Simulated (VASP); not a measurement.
Write the native input for VASP 6.6.1 that does the following.

```yaml
Task: single point
Functional: LDA
Potentials_or_basis: VASP PAW LDA potentials, release 64 (Pt)
Cutoff: 520 eV
k_mesh: 16 × 16 × 16
Occupations: fermi-dirac, width 0.05 eV
Spin: no spin polarisation
Dipole_correction: no
Further_INCAR_settings: ALGO = Normal; EDIFF = 1e-07; NBANDS = 11
```

The structure of Pt lies in POSCAR:

```
Pt
1.0
    0.0000000000      1.9316700328      1.9316700328
    1.9316700328      0.0000000000      1.9316700328
    1.9316700328      1.9316700328      0.0000000000
Pt
1
Direct
    0.0000000000      0.0000000000      0.0000000000
```

This cell differs from its parent crystal: volume scaled by 0.9405.

The input as run:

INCAR

```
ALGO = Normal ; EDIFF = 1E-7
ENCUT = 520 ; GGA = CA
ISIF = 2 ; ISMEAR = -1
LASPH = T ; LCHARG = F
LREAL = F ; LWAVE = F
NBANDS = 11 ; NELM = 60
PREC = Accurate ; SIGMA = 0.05
```

KPOINTS

```
k-points
0
Gamma
  16 16 16
```

Potentials or basis: VASP PAW LDA potentials, release 64 (Pt).

The run is started by

```sh
$ cat potpaw_LDA.64/Pt/POTCAR > POTCAR
$ mpirun -np 1 vasp_std > vasp.out
```

Results of the run:

```yaml
Pressure: 8.6 GPa
Band_gap_on_the_k_mesh: zero (band 5 reaches 12.58 eV, above the bottom of band 6 at 10.18 eV)
```

Caveat: spin-orbit coupling is left out, which moves the levels of the heavy elements.

Run time: 11 s on 1 thread of Intel(R) Xeon(R) Platinum 8559C (Emerald Rapids), on a shared host, peak memory 0.13 GiB.
